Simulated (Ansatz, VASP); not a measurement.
Two plane-wave programs on Te2Mo

```
CELL_PARAMETERS angstrom
3.56138 0.00000 0.00000
-1.78069 3.08425 0.00000
0.00000 0.00000 38.99027
ATOMIC_POSITIONS crystal
Te 0.33333 0.66667 0.32822
Te 0.33333 0.66667 0.95182
Te 0.66667 0.33333 0.14008
Te 0.66667 0.33333 0.76363
Te 0.66667 0.33333 0.04818
Te 0.66667 0.33333 0.67178
Te 0.33333 0.66667 0.23637
Te 0.33333 0.66667 0.85992
Mo 0.66667 0.33333 0.28234
Mo 0.66667 0.33333 0.90586
Mo 0.33333 0.66667 0.09414
Mo 0.33333 0.66667 0.71766
```

Alike in both runs: functional r2SCAN; k mesh 9 × 9 × 1; occupations fermi-dirac, width 0.05 eV; no spin polarisation.

|  | VASP | Ansatz |
| --- | --- | --- |
| version | VASP 6.6.1 | Ansatz 0.2.0 |
| potentials or method | VASP PAW PBE potentials, release 64 (Te, Mo_sv) | Ansatz PAW |
| plane-wave cutoff (eV) | 520 | 500 |
| valence electrons in the cell | 104 | 184 |
| task | single point | band structure |

Ansatz gave:

- gap on the k mesh at the Fermi level (eV): 1.08
- least direct gap on the mesh (eV): 1.08
- rms of the force components (eV/Å): 0.010

Which values does VASP return?

gap on the k mesh at the Fermi level (eV): 1.08; least direct gap on the mesh (eV): 1.08; rms of the force components (eV/Å): 0.006.

VASP's potentials were made for PBE, not for r2SCAN. Atom by atom the forces differ by 0.012 eV/Å (rms over components). VASP's potentials hold 104 valence electrons a cell and Ansatz's 184, so a difference there can come from the potentials and not from the codes.

Spin-orbit coupling is off throughout.
